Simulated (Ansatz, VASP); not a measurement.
Two plane-wave programs on GaAs

```
Ga As
1.0
     0.00000    2.80157    2.80157
     2.80157    0.00000    2.80157
     2.80157    2.80157    0.00000
Ga As
1 1
Direct
  0.00000 0.00000 0.00000
  0.75000 0.75000 0.75000
```

Alike in both runs: functional LDA; k mesh 10 × 10 × 10; occupations gaussian, width 0.02 eV; no spin polarisation.

Ansatz relaxed the structure, and its values are those at the end. VASP's run is a single point on that final structure, the one shown.

|  | VASP | Ansatz |
| --- | --- | --- |
| version | VASP 6.6.1 | Ansatz 0.2.0 |
| potentials or method | VASP PAW LDA potentials, release 64 (Ga_d, As), cutoff 520 eV | scalar-relativistic, plane waves, PAW |
| valence electrons in the cell | 18 | 28 |

|  | VASP | Ansatz | Ansatz less VASP |
| --- | --- | --- | --- |
| gap on the k mesh at the Fermi level (eV) | 0.54 | 0.49 | -0.046 |
| least direct gap on the mesh (eV) | 0.54 | 0.49 | -0.046 |
| pressure (GPa) | 0.3 | 0.0 | -0.32 |

Ansatz warns that its potentials were made for another functional, while VASP's fit it. LDA's correlation is that of Perdew and Zunger in VASP and of Perdew and Wang (1992) in Ansatz. VASP's potentials hold 18 valence electrons a cell and Ansatz's 28, so a difference there can come from the potentials and not from the codes.
